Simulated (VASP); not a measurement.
# Mn (Pm-3m) in VASP: notebook

The runs below take Mn through single point, with PBE.

Program: VASP 6.6.1. These are calculated values, not measurements. Logs are shortened: lines on timing, memory, paths and dates and some standing lists are left out, and cuts for length are marked.

**1. The cell of the first run**

Symmetry: Pm-3m, No. 221, cubic system. Conventional cell: a = 2.268 Å, b = 2.268 Å, c = 2.268 Å, α = 90.00°, β = 90.00°, γ = 90.00°. Mn (site symmetry m-3m) has 6 Mn at 2.27 Å within 3.0 Å.

This isn't the form of Mn at room conditions, which is a 58-atom cubic cell.

**2. Single point, PBE**

INCAR reads:

```
SYSTEM = Mn
PREC = Accurate ; ENCUT = 520
EDIFF = 1E-7 ; ISMEAR = -1
SIGMA = 0.06122561905347299 ; LREAL = .False.
LASPH = .True. ; NELM = 60
ALGO = Normal ; ISIF = 2
LWAVE = .False. ; LCHARG = .False.
GGA = PE ; NBANDS = 12
```

KPOINTS reads:

```
Automatic mesh
0
Gamma
  47 47 47
  0 0 0
```

POSCAR reads:

```
Mn
1.0
    2.2680648765      0.0000000000      0.0000000000
    0.0000000000      2.2680648765      0.0000000000
    0.0000000000      0.0000000000      2.2680648765
Mn
1
Direct
    0.0000000000      0.0000000000      0.0000000000
```

Potentials or basis: VASP PAW PBE potentials, release 64 (Mn_pv).

On the command line:

```console
$ cat potpaw_PBE.64/Mn_pv/POTCAR > POTCAR
$ mpirun -np 1 vasp_std > vasp.out
```

OUTCAR:

```text
SYSTEM = Mn
   PREC = Accurate
   ENCUT = 520
   EDIFF = 1E-7
   ISMEAR = -1
   LREAL = .False.
   LASPH = .True.
   NELM = 60
   ISIF = 2
   GGA = PE

 ion  position               nearest neighbor table
   1  0.000  0.000  0.000-

  LATTYP: Found a simple cubic cell.
 ALAT       =     2.2680648765

  Lattice vectors:

 A1 = (   2.2680648765,   0.0000000000,   0.0000000000)
 A2 = (   0.0000000000,   2.2680648765,   0.0000000000)
 A3 = (   0.0000000000,   0.0000000000,   2.2680648765)

Analysis of symmetry for initial positions (statically):
=====================================================================
 Subroutine PRICEL returns:
 Original cell was already a primitive cell.

 Routine SETGRP: Setting up the symmetry group for a
 simple cubic supercell.

 Subroutine GETGRP returns: Found 48 space group operations
 (whereof 48 operations were pure point group operations)
 out of a pool of 48 trial point group operations.

The static configuration has the point symmetry O_h .

Analysis of symmetry for dynamics (positions and initial velocities):
=====================================================================
 Subroutine PRICEL returns:
 Original cell was already a primitive cell.

 Routine SETGRP: Setting up the symmetry group for a
 simple cubic supercell.

 Subroutine GETGRP returns: Found 48 space group operations
 (whereof 48 operations were pure point group operations)
 out of a pool of 48 trial point group operations.

The dynamic configuration has the point symmetry O_h .

 Subroutine INISYM returns: Found 48 space group operations
 (whereof 48 operations are pure point group operations),
 and found     1 'primitive' translations

----------------------------------------------------------------------------------------

                                     Primitive cell

  volume of cell :      11.6672

  direct lattice vectors                    reciprocal lattice vectors
     2.268064876  0.000000000  0.000000000     0.440904495  0.000000000  0.000000000
     0.000000000  2.268064876  0.000000000     0.000000000  0.440904495  0.000000000
     0.000000000  0.000000000  2.268064876     0.000000000  0.000000000  0.440904495

  length of vectors
     2.268064876  2.268064876  2.268064876     0.440904495  0.440904495  0.440904495

  position of ions in fractional coordinates (direct lattice)
     0.000000000  0.000000000  0.000000000
[... 81 lines left out ...]
   NFREE  =      0    steps in history (QN), initial steepest desc. (CG)
   ISIF   =      2    stress and relaxation
   ISYM   =      2    0-nonsym 1-usesym 2-fastsym
   POTIM  = 0.5000    time-step for ionic-motion
   TEBEG  =    0.0;   TEEND  =   0.0 temperature during run
   PSTRESS=    0.0 pullay stress
   NELECT =      13.0000    total number of electrons
   NUPDOWN=      -1.0000    fix difference up-down
   EMIN   =  10.00;   EMAX   =-10.00  energy-range for DOS
   EFERMI =   0.00;   METHOD = LEGACY
   ISMEAR =    -1;   SIGMA  =   0.06  broadening in eV -4-tet -1-fermi 0-gaus
   EFERMI_NEDOS =   21; number of points for ismear=-14 and -15
   IALGO  =     38    algorithm
   IMIX   =      4    mixing-type and parameters
     AMIX     =   0.40;   BMIX     =  1.00
     AMIX_MAG =   1.60;   BMIX_MAG =  1.00
  volume/ion in A,a.u.               =      11.67        78.73
  Fermi-wavevector in a.u.,A,eV,Ry     =   1.697203  3.207249 39.191558  2.880498
  Thomas-Fermi vector in A             =   2.777927
   LORBIT       =      0    0 simple, 1 ext, 2 COOP (PROOUT), +10 PAW based schemes
   GGA     = PE    functional components
   LHFCALC =     F    Hartree Fock is set to
   AEXX    =    0.0000 exact exchange contribution
   IVDW    =     0    specifies the selected vdW correction
   LEPSILON=     F    determine dielectric tensor
   LRPA    =     F    only Hartree local field effects (RPA)
 non-spin polarized calculation
  energy-cutoff  :      520.00
  volume of cell :       11.67
 maximum number of plane-waves:       322
 NGX is ok and might be reduce to    18
   NGX =  9   NGY =  9   NGZ =  9

 number of electron      13.0000027 magnetization

 Free energy of the ion-electron system (eV)
  ---------------------------------------------------
  ext. energy  EPLUGINS =         0.00000000
  ---------------------------------------------------
  free energy    TOTEN  =        -8.06661554 eV

  energy without entropy =       -8.04438151  energy(sigma->0) =       -8.05549852

 E-fermi :   9.7377     XC(G=0): -13.4026

 val. band max:        9.7374099165   @ k =   0.2979   0.2128   0.0851
 cond. band min:       9.7388830217   @ k =   0.4255   0.3830   0.2553
 fundamental gap:      0.0014731052
 Fermi energy:         9.7377234723

 k-point     1 :       0.0000    0.0000    0.0000
  band No.  band energies     occupation
      1     -37.9789      2.00000
      2     -37.9789      2.00000
      3     -37.9789      2.00000
      4       1.6425      2.00000
      5       5.9673      2.00000
      6       5.9673      2.00000
      7      11.4361      0.00000
      8      11.4361      0.00000
      9      11.4361      0.00000
     10      30.3593      0.00000
     11      30.3593      0.00000
     12      30.3593      0.00000
[... 331 lines left out ...]
 k-point    24 :       0.4894    0.0000    0.0000
  band No.  band energies     occupation
      1     -38.9029      2.00000
      2     -37.8972      2.00000
      3     -37.8972      2.00000
      4       6.0509      2.00000
      5       6.7055      2.00000
      6       8.6684      2.00000
      7       9.5695      1.87952
      8       9.5695      1.87952
      9      11.6037      0.00000
     10      16.5409      0.00000
     11      32.3285      0.00000
     12      36.8270      0.00000

 [... further k-points ...]

------------------------ aborting loop because EDIFF is reached ----------------------------------------

  FORCE on cell =-STRESS in cart. coord.  units (eV):
  Direction    XX          YY          ZZ          XY          YZ          ZX
  --------------------------------------------------------------------------------------
  -------------------------------------------------------------------------------------
  Total        0.3386230      0.3386230      0.3386230      0.0000000      0.0000000     -0.0000000
  in kB       46.5008264     46.5008264     46.5008264      0.0000000      0.0000000     -0.0000000
  external PRESSURE =      46.5008264 kB  Pullay stress =       0.0000000 kB

 VOLUME and BASIS-vectors are now :
 -----------------------------------------------------------------------------
  energy-cutoff  :      520.00
  volume of cell :       11.67
      direct lattice vectors                 reciprocal lattice vectors
     2.268064876  0.000000000  0.000000000     0.440904495  0.000000000  0.000000000
     0.000000000  2.268064876  0.000000000     0.000000000  0.440904495  0.000000000
     0.000000000  0.000000000  2.268064876     0.000000000  0.000000000  0.440904495

 POSITION                                       TOTAL-FORCE (eV/Angst)
 -----------------------------------------------------------------------------------
      0.00000      0.00000      0.00000         0.000000      0.000000      0.000000
 -----------------------------------------------------------------------------------
    total drift:                                0.000000      0.000000      0.000000

  FREE ENERGIE OF THE ION-ELECTRON SYSTEM (eV)
  ---------------------------------------------------
  free  energy   TOTEN  =        -8.0666155369 eV

  energy  without entropy=       -8.0443815075  energy(sigma->0) =       -8.05549852
```

Run time: 4.6 min. Hardware: 1 thread of Intel Xeon 8259CL, shared host; peak memory 0.44 GiB.

What came out:

| Property | Result |
| --- | --- |
| Free energy | -8.0666 eV |
| Pressure | 4.7 GPa |
| Band gap on the k mesh | zero (an odd number of electrons rules out a gap without spin polarisation) |

Levels at points of the mesh, in eV from the Fermi level:
```tsv
k point	band 4	band 5	band 6	band 7	band 8	band 9	band 10	band 11
(0.00, 0.00, 0.00)	-8.10	-3.77	-3.77	1.70	1.70	1.70	20.62	20.62
```

Caveat: the cell stands under pressure; the run has no spin polarisation, though such a crystal can be magnetic. Spin polarisation is off, so any magnetic state and its effect on volume and gap are missing.

**3. Single point, PBE**

This run uses another cell than the first one, of 12.62 Å³/atom.

INCAR reads:

```
  PREC = Accurate
  ENCUT = 520
  EDIFF = 1E-6
  ISMEAR = -1
  SIGMA = 0.06122561905347299
  LREAL = False
  LASPH = True
  NELM = 80
  ALGO = Normal
  ISIF = 2
  LWAVE = False
  LCHARG = False
  GGA = PE
  NBANDS = 12
```

KPOINTS reads:

```
Automatic mesh
0
Gamma
  47 47 47
```

POSCAR reads:

```
Mn
1.0
    2.3281738287      0.0000000000      0.0000000000
    0.0000000000      2.3281738287      0.0000000000
    0.0000000000      0.0000000000      2.3281738287
Mn
1
Direct
    0.0000000000      0.0000000000      0.0000000000
```

Potentials or basis: VASP PAW PBE potentials, release 64 (Mn_pv).

On the command line:

```console
$ cat potpaw_PBE.64/Mn_pv/POTCAR > POTCAR
$ mpirun -np 1 vasp_std > vasp.out
```

It took 2.4 min on 1 thread of Intel Xeon Platinum 8375C at 2.90GHz (Ice Lake), shared host; peak memory 0.46 GiB.

Results (log left out):

```yaml
Free_energy: -8.0452 eV
Pressure: -10.8 GPa
Band_gap_on_the_k_mesh: zero (an odd number of electrons rules out a gap without spin polarisation)
```

Levels at points of the mesh, in eV from the Fermi level:
```csv
k point,band 3,band 4,band 5,band 6,band 7,band 8,band 9,band 10,band 11,band 12
"(0.00, 0.00, 0.00)",-47.74,-7.72,-3.40,-3.40,1.52,1.52,1.52,19.63,19.63,19.63
```

Caveat: the cell stands under tension; the run has no spin polarisation, though such a crystal can be magnetic. Spin polarisation is off, so any magnetic state and its effect on volume and gap are missing.
